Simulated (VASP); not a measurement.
Input of a VASP 6.6.1 run:

Contents of INCAR:

```
SYSTEM = AgBr
PREC = Accurate
ENCUT = 500
EDIFF = 1E-8
ISMEAR = 0
SIGMA = 0.01
LREAL = .False.
LASPH = .True.
NELM = 120
ALGO = Normal
ISIF = 3
LWAVE = .False.
LCHARG = .False.
GGA = PE
IBRION = 6
NFREE = 2
POTIM = 0.015
NSW = 1
GGA_COMPAT = .False.
```

Contents of KPOINTS:

```
regular mesh
0
Gamma
  12 12 12
  0 0 0
```

POSCAR

```
AgBr
1.0
   -2.0654257768      2.0654257768      2.9195965186
    2.0654257768     -2.0654257768      2.9195965186
    2.0654257768      2.0654257768     -2.9195965186
Ag Br
1 1
Direct
    0.5000000000      0.5000000000      0.0000000000
    0.0000000000      0.0000000000      0.0000000000
```

Potentials or basis: VASP PAW PBE potentials, release 64 (Ag, Br).

Run with:

```sh
$ cat potpaw_PBE.64/Ag/POTCAR potpaw_PBE.64/Br/POTCAR > POTCAR
$ mpirun -np 1 vasp_std > vasp.out
```

Problem. Predict the Voigt bulk modulus.

Solution. 39 GPa.

Problem. Estimate the highest phonon frequency at Γ, LO-TO splitting left out.

Solution. 68 cm⁻¹.

Elastic tensor in Voigt notation (GPa, in the Cartesian axes of the cell as first typed):
```
49 34 32  0  0  0
34 49 32  0  0  0
32 32 53  0  0  0
 0  0  0  7  0  0
 0  0  0  0  7  0
 0  0  0  0  0 10
```
